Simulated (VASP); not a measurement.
A run of VASP 6.6.1 is set up as follows.

File INCAR:

```
SYSTEM = BaLiF3
ALGO = Normal
EDIFF = 1E-7
ENCUT = 520
GGA = CA
ISIF = 2
ISMEAR = 0
LASPH = .True.
LCHARG = .True.
LELF = .True.
LREAL = .False.
LVHAR = .True.
LWAVE = .False.
NBANDS = 25
NELM = 80
PREC = Accurate
SIGMA = 0.05
```

Contents of KPOINTS:

```
k-points
0
Gamma
  6 6 6
  0 0 0
```

The input POSCAR:

```
BaLiF3
1.0
    3.9287529154      0.0000000000      0.0000000000
    0.0000000000      3.9287529154      0.0000000000
    0.0000000000      0.0000000000      4.0484103646
Ba Li F
1 1 3
Direct
    0.0000000000      0.0000000000      0.0000000000
    0.5000000000      0.5000000000      0.5000000000
    0.0000000000      0.5000000000      0.5000000000
    0.5000000000      0.5000000000      0.0000000000
    0.5000000000      0.0000000000      0.5000000000
```

Potentials or basis: VASP PAW LDA potentials, release 64 (Ba_sv, Li_sv, F).

Command:

```bash
$ cat potpaw_LDA.64/Ba_sv/POTCAR potpaw_LDA.64/Li_sv/POTCAR potpaw_LDA.64/F/POTCAR > POTCAR
$ mpirun -np 1 vasp_std > vasp.out
```

**Question.** Estimate the band gap on the k mesh.

**Answer.** 6.33 eV.

Caveat: the cell differs from its parent crystal (strain -0.015 along x and y, +0.015 along z); spin-orbit coupling is left out, which moves the levels of the heavy elements. A k mesh can miss the band edges.
